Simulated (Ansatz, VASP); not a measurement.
One calculation of Sb, two programs

File INCAR:

```
  PREC = Accurate
  ENCUT = 520
  EDIFF = 1E-6
  ISMEAR = 0
  SIGMA = 0.15
  LREAL = False
  LASPH = True
  NELM = 100
  ALGO = Normal
  ISIF = 2
  LWAVE = False
  LCHARG = False
  GGA = PS
  NBANDS = 8
```

KPOINTS

```
Automatic mesh
0
Gamma
  20 20 20
```

POSCAR

```
Sb
1.0
    0.0000000000      2.5032429343      2.1277564941
    2.5032429343      0.0000000000      2.1277564941
    2.5032429343      2.5032429343      0.0000000000
Sb
1
Direct
    0.0000000000      0.0000000000      0.0000000000
```

Input for Ansatz:

```yaml
crystal:
  lattice:
    - [0.0, 2.5032429343, 2.1277564941]
    - [2.5032429343, 0.0, 2.1277564941]
    - [2.5032429343, 2.5032429343, 0.0]
  atoms:
    - { symbol: Sb, position: [0.0, 0.0, 0.0] }
basis:
  ecutwfc: 420
kpoints:
  mp_grid: { grid: [20, 20, 20] }
hamiltonian:
  xc: pbesol
scf:
  occupations: { method: gaussian, width: 0.15 }
output:
  forces: true
  stress: true
  eigenvalues: true
```

Alike in both runs: task single point; functional PBEsol; k mesh 20 × 20 × 20; occupations gaussian, width 0.15 eV; no spin polarisation.

```csv
,VASP,Ansatz
version,VASP 6.6.1,Ansatz 0.2.0
potentials or method,"VASP PAW PBE potentials, release 64 (Sb), cutoff 520 eV","scalar-relativistic, plane waves, PAW"
valence electrons in the cell,5,15
```

|  | VASP | Ansatz | Ansatz less VASP |
| --- | --- | --- | --- |
| gap on the k mesh at the Fermi level (eV) | none | none | - |
| pressure (GPa) | -1.4 | -1.4 | +0.02 |
| traceless stress, the component that is largest in VASP (GPa) | -2.39 | -2.40 | -0.004 |

VASP's potentials were made for PBE, not for PBEsol. A gap of «none» marks a metal or a gap that the smearing closes. VASP's potentials hold 5 valence electrons a cell and Ansatz's 15, so a difference there can come from the potentials and not from the codes.

Spin-orbit coupling is off throughout.
